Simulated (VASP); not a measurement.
A run of VASP 6.6.1 is set up as follows.

Contents of INCAR:

```
PREC = Accurate
ENCUT = 600
EDIFF = 1E-6
ISMEAR = -1
SIGMA = 0.05
LREAL = F
LASPH = T
NELM = 60
ALGO = Normal
ISIF = 3
LWAVE = F
LCHARG = F
GGA = PE
IBRION = 2
NSW = 32
EDIFFG = -0.005
PSTRESS = 72.0
```

The input KPOINTS:

```
Automatic mesh
0
Gamma
  15 15 13
```

File POSCAR:

```
Sc
1.0
    3.0209155352      0.0000000000      0.0000000000
   -1.5104577676      2.6161895962      0.0000000000
    0.0000000000      0.0000000000      2.7837450187
Sc
1
Direct
    0.0000000000      0.0000000000      0.0000000000
```

Potentials or basis: VASP PAW PBE potentials, release 64 (Sc_sv).

Command:

```console
$ cat potpaw_PBE.64/Sc_sv/POTCAR > POTCAR
$ mpirun -np 1 vasp_std > vasp.out
```

Predict the space group after relaxing (to 0.05 Å).

P6/mmm (No. 191).

Estimate the relaxed cell.

a = 3.023 Å, b = 3.023 Å, c = 2.788 Å, α = 90.00°, β = 90.00°, γ = 120.00°.

Estimate the relaxed volume.

22.06 Å³/atom.

Final structure:
```
CELL_PARAMETERS angstrom
3.02262 0.00000 0.00000
-1.51131 2.61767 0.00000
0.00000 0.00000 2.78771
ATOMIC_POSITIONS crystal
Sc 0.00000 0.00000 0.00000
```

Caveat: the cell is relaxed towards a set pressure, so the enthalpy falls and the energy may rise.
